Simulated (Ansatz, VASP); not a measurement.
FePt: VASP beside Ansatz

```
Pt Fe
1.0
     2.72350    0.00000    0.00000
     0.00000    2.72350    0.00000
     0.00000    0.00000    3.72000
Pt Fe
1 1
Direct
  0.50000 0.50000 0.50000
  0.00000 0.00000 0.00000
```

Alike in both runs: task single point; functional PBE; k mesh 10 × 10 × 7; occupations gaussian, width 0.024 eV; collinear spin.

|  | VASP | Ansatz |
| --- | --- | --- |
| version | VASP 6.6.1 | Ansatz 0.2.0 |
| potentials or method | VASP PAW PBE potentials, release 64 (Pt, Fe) | Ansatz PAW |
| plane-wave cutoff (eV) | 600 | 420 |
| valence electrons in the cell | 18 | 34 |

VASP gave:

- gap on the k mesh at the Fermi level (eV): none
- pressure (GPa): 2.9
- traceless stress, the component that is largest in VASP (GPa): 0.36
- net moment per atom (μB): 1.63
- size of the moment on the site where the two differ most (μB): 0.33

Task: What did Ansatz give for the same quantities?

Result: gap on the k mesh at the Fermi level (eV): none; pressure (GPa): 3.3; traceless stress, the component that is largest in VASP (GPa): 0.29; net moment per atom (μB): 1.64; size of the moment on the site where the two differ most (μB): 0.39.

Site moments also hang on the region over which each program counts them. A gap of «none» marks a metal or a gap that the smearing closes. With one functional, cell and mesh, what is left measures potentials, basis and numerics. VASP's potentials hold 18 valence electrons a cell and Ansatz's 34, so a difference there can come from the potentials and not from the codes.

Spin-orbit coupling is off throughout.
